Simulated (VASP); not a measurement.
# ZnO (P6_3mc) in VASP: notebook

Runs on ZnO. Level: PBEsol. Tasks: single point.

Program: VASP 6.6.1. These are calculated values, not measurements. Logs are shortened: lines on timing, memory, paths and dates and some standing lists are left out, and cuts for length are marked.

**1. The cell of the first run**

It takes space group P6_3mc (No. 186, hexagonal). Conventional cell: a = 3.298 Å, b = 3.298 Å, c = 4.901 Å, α = 90.00°, β = 90.00°, γ = 120.00°. Within 2.6 Å of Zn (site symmetry 3m) lie 4 O at 1.96 to 1.98 Å. Within 2.6 Å of O (site symmetry 3m) lie 4 Zn at 1.96 to 1.98 Å.

**2. Single point, PBEsol (uniaxial strain along c: -6.0 %, then relaxed in part)**

INCAR

```
PREC = Accurate ; ENCUT = 520
EDIFF = 1E-6 ; ISMEAR = 0
SIGMA = 0.02 ; LREAL = False
LASPH = True ; NELM = 80
ALGO = Normal ; ISIF = 2
LWAVE = False ; LCHARG = False
GGA = PS ; NBANDS = 26
```

KPOINTS

```
regular mesh
0
Gamma
  12 12 6
```

POSCAR

```
ZnO
1.0
    3.2977811448      0.0000000000      0.0000000000
   -1.6488905724      2.8559622475      0.0000000000
    0.0000000000      0.0000000000      4.9012310743
Zn O
2 2
Direct
    0.6666666665      0.3333333335      0.4882880285
    0.3333333335      0.6666666665     -0.0117119715
    0.6666666667      0.3333333333      0.8920219715
    0.3333333333      0.6666666667      0.3920219715
```

Potentials or basis: VASP PAW PBE potentials, release 64 (Zn, O).

Command:

```sh
> cat potpaw_PBE.64/Zn/POTCAR potpaw_PBE.64/O/POTCAR > POTCAR
> mpirun -np 1 vasp_std > vasp.out
```

OUTCAR:

```text
PREC = Accurate
   ENCUT = 520
   EDIFF = 1E-6
   ISMEAR = 0
   LREAL = False
   LASPH = True
   NELM = 80
   ISIF = 2
   GGA = PS

 ion  position               nearest neighbor table
   1  0.667  0.333  0.488-   4 1.96   4 1.96   4 1.96   3 1.98
   2  0.333  0.667  0.988-   3 1.96   3 1.96   3 1.96   4 1.98
   3  0.667  0.333  0.892-   2 1.96   2 1.96   2 1.96   1 1.98
   4  0.333  0.667  0.392-   1 1.96   1 1.96   1 1.96   2 1.98

  LATTYP: Found a hexagonal cell.
 ALAT       =     3.2977811448
 C/A-ratio  =     1.4862208434

  Lattice vectors:

 A1 = (   3.2977811448,   0.0000000000,   0.0000000000)
 A2 = (  -1.6488905724,   2.8559622475,   0.0000000000)
 A3 = (   0.0000000000,   0.0000000000,   4.9012310743)

Analysis of symmetry for initial positions (statically):
=====================================================================
 Subroutine PRICEL returns:
 Original cell was already a primitive cell.

 Routine SETGRP: Setting up the symmetry group for a
 hexagonal supercell.

 Subroutine GETGRP returns: Found 12 space group operations
 (whereof  6 operations were pure point group operations)
 out of a pool of 24 trial point group operations.

The static configuration has the point symmetry C_3v.
 The point group associated with its full space group is C_6v.

Analysis of symmetry for dynamics (positions and initial velocities):
=====================================================================
 Subroutine PRICEL returns:
 Original cell was already a primitive cell.

 Routine SETGRP: Setting up the symmetry group for a
 hexagonal supercell.

 Subroutine GETGRP returns: Found 12 space group operations
 (whereof  6 operations were pure point group operations)
 out of a pool of 24 trial point group operations.

The dynamic configuration has the point symmetry C_3v.
 The point group associated with its full space group is C_6v.

 Subroutine INISYM returns: Found 12 space group operations
 (whereof  6 operations are pure point group operations),
 and found     1 'primitive' translations

----------------------------------------------------------------------------------------

                                     Primitive cell

  volume of cell :      46.1615

  direct lattice vectors                    reciprocal lattice vectors
     3.297781145  0.000000000  0.000000000     0.303234192  0.175072342  0.000000000
    -1.648890572  2.855962247  0.000000000     0.000000000  0.350144684  0.000000000
     0.000000000  0.000000000  4.901231074     0.000000000  0.000000000  0.204030372

  length of vectors
     3.297781145  3.297781145  4.901231074     0.350144684  0.350144684  0.204030372

  position of ions in fractional coordinates (direct lattice)
     0.666666666  0.333333334  0.488288029
     0.333333334  0.666666666  0.988288029
     0.666666667  0.333333333  0.892021972
     0.333333333  0.666666667  0.392021972

  ion indices of the primitive-cell ions
   primitive index   ion index
                 1           1
                 2           2
                 3           3
                 4           4

----------------------------------------------------------------------------------------

 KPOINTS: regular mesh

Automatic generation of k-mesh.
 Grid dimensions read from file:
 generate k-points for:   12   12    6

 Generating k-lattice:

  Cartesian coordinates                     Fractional coordinates (reciprocal lattice)
     0.025269516  0.014589362  0.000000000     0.083333333  0.000000000  0.000000000
     0.000000000  0.029178724  0.000000000     0.000000000  0.083333333  0.000000000
     0.000000000  0.000000000  0.034005062     0.000000000  0.000000000  0.166666667

  Length of vectors
     0.029178724  0.029178724  0.034005062

  Shift w.r.t. Gamma in fractional coordinates (k-lattice)
     0.000000000  0.000000000  0.000000000

 Subroutine IBZKPT returns following result:
 ===========================================

 Found     76 irreducible k-points:

 Following reciprocal coordinates:
            Coordinates               Weight
  0.000000  0.000000  0.000000      1.000000
  0.083333 -0.000000  0.000000      6.000000
  0.166667 -0.000000  0.000000      6.000000
  0.250000  0.000000  0.000000      6.000000
  0.333333  0.000000  0.000000      6.000000
  0.416667  0.000000  0.000000      6.000000
[... 16 lines left out ...]
  0.250000  0.000000  0.166667     12.000000
  0.333333  0.000000  0.166667     12.000000
 [... further k-points ...]
   k-points           NKPTS =     76   k-points in BZ     NKDIM =     76   number of bands    NBANDS=     26
   number of dos      NEDOS =    301   number of ions     NIONS =      4
   total plane-waves  NPLWV =  28224
   dimension x,y,z NGX =    28 NGY =   28 NGZ =   36
   dimension x,y,z NGXF=    56 NGYF=   56 NGZF=   72
   ions per type =               2   2
   NGX,Y,Z   is equivalent  to a cutoff of  14.12, 14.12, 12.21 a.u.
   NGXF,Y,Z  is equivalent  to a cutoff of  28.23, 28.23, 24.42 a.u.
 SYSTEM =  unknown system
   PREC   = accura    normal or accurate (medium, high low for compatibility)
   ISTART =      0    job   : 0-new  1-cont  2-samecut
   ICHARG =      2    charge: 1-file 2-atom 10-const
   ISPIN  =      1    spin polarized calculation?
   LNONCOLLINEAR =      F non collinear calculations
   LSORBIT =      F    spin-orbit coupling
   LASPH  =      T    aspherical Exc in radial PAW
   ENCUT  =  520.0 eV  38.22 Ry    6.18 a.u.   6.13  6.13  9.11*2*pi/ulx,y,z
   NELM   =     80;   NELMIN=  2; NELMDL= -5     # of ELM steps
   EDIFF  = 0.1E-05   stopping-criterion for ELM
   LREAL  =      F    real-space projection
   EDIFFG = 0.1E-04   stopping-criterion for IOM
   NSW    =      0    number of steps for IOM
   IBRION =     -1    ionic relax: 0-MD 1-quasi-New 2-CG
   NFREE  =      0    steps in history (QN), initial steepest desc. (CG)
   ISIF   =      2    stress and relaxation
   ISYM   =      2    0-nonsym 1-usesym 2-fastsym
   POTIM  = 0.5000    time-step for ionic-motion
   TEBEG  =    0.0;   TEEND  =   0.0 temperature during run
   PSTRESS=    0.0 pullay stress
   NELECT =      36.0000    total number of electrons
   NUPDOWN=      -1.0000    fix difference up-down
   EMIN   =  10.00;   EMAX   =-10.00  energy-range for DOS
   EFERMI =   0.00;   METHOD = LEGACY
   ISMEAR =     0;   SIGMA  =   0.02  broadening in eV -4-tet -1-fermi 0-gaus
   EFERMI_NEDOS =   21; number of points for ismear=-14 and -15
   IALGO  =     38    algorithm
   IMIX   =      4    mixing-type and parameters
     AMIX     =   0.40;   BMIX     =  1.00
     AMIX_MAG =   1.60;   BMIX_MAG =  1.00
  volume/ion in A,a.u.               =      11.54        77.88
  Fermi-wavevector in a.u.,A,eV,Ry     =   1.506893  2.847615 30.895123  2.270727
  Thomas-Fermi vector in A             =   2.617551
   LORBIT       =      0    0 simple, 1 ext, 2 COOP (PROOUT), +10 PAW based schemes
   GGA     = PS    functional components
   LHFCALC =     F    Hartree Fock is set to
   AEXX    =    0.0000 exact exchange contribution
   IVDW    =     0    specifies the selected vdW correction
   LEPSILON=     F    determine dielectric tensor
   LRPA    =     F    only Hartree local field effects (RPA)
 non-spin polarized calculation
 Gauss-broadening in eV      SIGMA  =   0.02
  energy-cutoff  :      520.00
  volume of cell :       46.16
 maximum number of plane-waves:      1266
 NGX is ok and might be reduce to    28
   NGX = 13   NGY = 13   NGZ = 19

 number of electron      36.0000002 magnetization

 Free energy of the ion-electron system (eV)
  ---------------------------------------------------
  ext. energy  EPLUGINS =         0.00000000
  ---------------------------------------------------
  free energy    TOTEN  =       -19.33869020 eV

  energy without entropy =      -19.33869020  energy(sigma->0) =      -19.33869020

 E-fermi :   1.3671     XC(G=0): -11.3523

 val. band max:        1.2739477011   @ k =   0.0000   0.0000   0.0000
 cond. band min:       2.0738135170   @ k =   0.0000   0.0000   0.0000
 fundamental gap:      0.7998658159
 Fermi energy:         1.3670985661

 k-point     1 :       0.0000    0.0000    0.0000
  band No.  band energies     occupation
      1     -16.9341      2.00000
      2     -16.0129      2.00000
      3      -4.5633      2.00000
      4      -4.5633      2.00000
      5      -4.4429      2.00000
      6      -4.4429      2.00000
[... 18 lines left out ...]
     25      14.9602      0.00000
     26      16.9206      0.00000

 k-point     2 :       0.0833   -0.0000    0.0000
  band No.  band energies     occupation
      1     -16.8947      2.00000
      2     -15.9998      2.00000
      3      -4.6085      2.00000
      4      -4.5340      2.00000
      5      -4.4491      2.00000
      6      -4.4085      2.00000
[... 18 lines left out ...]
     25      15.1071      0.00000
     26      16.8297      0.00000

 k-point     3 :       0.1667   -0.0000    0.0000
  band No.  band energies     occupation
      1     -16.7830      2.00000
      2     -15.9661      2.00000
      3      -4.7157      2.00000
      4      -4.4686      2.00000
      5      -4.4530      2.00000
      6      -4.3103      2.00000
[... 18 lines left out ...]
     25      15.4257      0.00000
     26      15.6410      0.00000

 k-point     4 :       0.2500    0.0000    0.0000
  band No.  band energies     occupation
      1     -16.6195      2.00000
      2     -15.9270      2.00000
      3      -4.8217      2.00000
      4      -4.4977      2.00000
      5      -4.3444      2.00000
      6      -4.1610      2.00000
[... 18 lines left out ...]
     25      14.4013      0.00000
     26      15.5445      0.00000

 k-point     5 :       0.3333    0.0000    0.0000
  band No.  band energies     occupation
      1     -16.4364      2.00000
      2     -15.9027      2.00000
      3      -4.8680      2.00000
      4      -4.5377      2.00000
      5      -4.2458      2.00000
      6      -4.0101      2.00000
[... 18 lines left out ...]
     25      14.7073      0.00000
     26      15.3744      0.00000

 k-point     6 :       0.4167    0.0000    0.0000
  band No.  band energies     occupation
      1     -16.2776      2.00000
      2     -15.9063      2.00000
      3      -4.8270      2.00000
      4      -4.6055      2.00000
      5      -4.1846      2.00000
      6      -3.9657      2.00000
[... 427 lines left out ...]
 k-point    21 :       0.0833   -0.0000    0.1667
  band No.  band energies     occupation
      1     -16.8369      2.00000
      2     -16.0615      2.00000
      3      -4.6211      2.00000
      4      -4.5365      2.00000
      5      -4.5283      2.00000
      6      -4.4280      2.00000
[... 18 lines left out ...]
     25      14.8239      0.00000
     26      15.4801      0.00000

 k-point    22 :       0.1667   -0.0000    0.1667
  band No.  band energies     occupation
      1     -16.7292      2.00000
      2     -16.0210      2.00000
      3      -4.7422      2.00000
      4      -4.5787      2.00000
      5      -4.4541      2.00000
      6      -4.3311      2.00000
[... 18 lines left out ...]
     25      15.0230      0.00000
     26      15.0915      0.00000

 k-point    23 :       0.2500    0.0000    0.1667
  band No.  band energies     occupation
      1     -16.5722      2.00000
      2     -15.9716      2.00000
      3      -4.8575      2.00000
      4      -4.6197      2.00000
      5      -4.3422      2.00000
      6      -4.1844      2.00000
[... 18 lines left out ...]
     25      14.3000      0.00000
     26      15.2580      0.00000

 k-point    24 :       0.3333    0.0000    0.1667
  band No.  band energies     occupation
      1     -16.3979      2.00000
      2     -15.9348      2.00000
      3      -4.9138      2.00000
      4      -4.6605      2.00000
      5      -4.2375      2.00000
      6      -4.0965      2.00000
[... 18 lines left out ...]
     25      14.6762      0.00000
     26      15.2232      0.00000

 [... further k-points ...]

------------------------ aborting loop because EDIFF is reached ----------------------------------------

  FORCE on cell =-STRESS in cart. coord.  units (eV):
  Direction    XX          YY          ZZ          XY          YZ          ZX
  --------------------------------------------------------------------------------------
  -------------------------------------------------------------------------------------
  Total        0.3033320      0.3033320      2.1896077      0.0000000     -0.0000000      0.0000000
  in kB       10.5280822     10.5280822     75.9971696      0.0000000     -0.0000000      0.0000000
  external PRESSURE =      32.3511114 kB  Pullay stress =       0.0000000 kB

 VOLUME and BASIS-vectors are now :
 -----------------------------------------------------------------------------
  energy-cutoff  :      520.00
  volume of cell :       46.16
      direct lattice vectors                 reciprocal lattice vectors
     3.297781145  0.000000000  0.000000000     0.303234192  0.175072342  0.000000000
    -1.648890572  2.855962247  0.000000000     0.000000000  0.350144684  0.000000000
     0.000000000  0.000000000  4.901231074     0.000000000  0.000000000  0.204030372

 POSITION                                       TOTAL-FORCE (eV/Angst)
 -----------------------------------------------------------------------------------
      1.64889      0.95199      2.39321         0.000000     -0.000000     -0.013137
      0.00000      1.90397      4.84383        -0.000000      0.000000     -0.013137
      1.64889      0.95199      4.37201        -0.000000      0.000000      0.013137
     -0.00000      1.90397      1.92139         0.000000     -0.000000      0.013137
 -----------------------------------------------------------------------------------
    total drift:                               -0.000000     -0.000001      0.001695

  FREE ENERGIE OF THE ION-ELECTRON SYSTEM (eV)
  ---------------------------------------------------
  free  energy   TOTEN  =       -19.3386901960 eV

  energy  without entropy=      -19.3386901960  energy(sigma->0) =      -19.33869020
```

It took 2.2 min on 1 thread of Intel Xeon 8259CL, shared host; peak memory 0.22 GiB.

What came out:

```yaml
Free_energy: -19.3387 eV
Pressure: 3.2 GPa
Largest_force: 0.013 eV/Å
Band_gap_on_the_k_mesh: 0.80 eV
```

Forces in eV/Å, atoms in the order of the input:
```
Zn   0.000  0.000 -0.013
Zn   0.000  0.000 -0.013
O    0.000  0.000  0.013
O    0.000  0.000  0.013
```

Stress tensor (GPa, compression positive):
```
1.05 0.00 0.00
0.00 1.05 0.00
0.00 0.00 7.60
```

Levels at points of the mesh, in eV from the valence-band top:
```csv
k point,band 14,band 15,band 16,band 17,band 18,band 19,band 20,band 21,band 22,band 23
"(0.00, 0.00, 0.00)",-0.83,-0.83,-0.18,0.00,0.00,0.80,4.94,8.89,12.22,12.22
"(0.50, 0.00, 0.00)",-3.59,-2.77,-2.52,-1.20,-1.03,5.78,6.63,8.16,8.21,11.12
"(0.00, 0.00, 0.50)",-2.11,-0.40,-0.40,-0.40,-0.40,3.61,3.61,10.56,10.56,12.47
"(0.50, 0.00, 0.50)",-3.73,-1.71,-1.71,-1.04,-1.04,5.77,5.77,8.50,8.50,11.21
```

Caveat: the cell differs from its parent crystal (uniaxial strain along c: -6.0 %, then relaxed in part); the stress differs along the axes, from 1 to 8 GPa; semilocal functionals underestimate gaps, and a narrow one can read as zero; the PAW data sets were made with another functional, which shifts forces and pressure a little.

[end of part 1 of 2]
